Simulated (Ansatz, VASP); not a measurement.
MgO in VASP and in Ansatz

```
Mg O
1.0
     0.00000    2.11074    2.11074
     2.11074    0.00000    2.11074
     2.11074    2.11074    0.00000
Mg O
1 1
Direct
  0.00000 0.00000 0.00000
  0.50000 0.50000 0.50000
```

Alike in both runs: task single point; functional HSE06; k mesh 4 × 4 × 4; occupations fermi-dirac, width 0.05 eV; no spin polarisation.

```csv
,VASP,Ansatz
version,VASP 6.6.1,Ansatz 0.2.0 development build
potentials or method,"VASP PAW PBE potentials, release 64 (Mg, O)","plane waves, PAW datasets (generated soft set 1)"
plane-wave cutoff (eV),520,420
valence electrons in the cell,8,16
```

Ansatz gave:

```
gap on the k mesh at the Fermi level (eV) : 6.42
```

Q: What did VASP give for the same quantities?

A: gap on the k mesh at the Fermi level (eV): 6.38.

The functional is the same, so the differences come from potentials, cutoffs and numerics. VASP's potentials hold 8 valence electrons a cell and Ansatz's 16, so a difference there can come from the potentials and not from the codes. Ansatz's warnings: stress exchange threshold loose, stress scf threshold loose.

The k mesh is coarse, so the values compare programs but aren't converged.
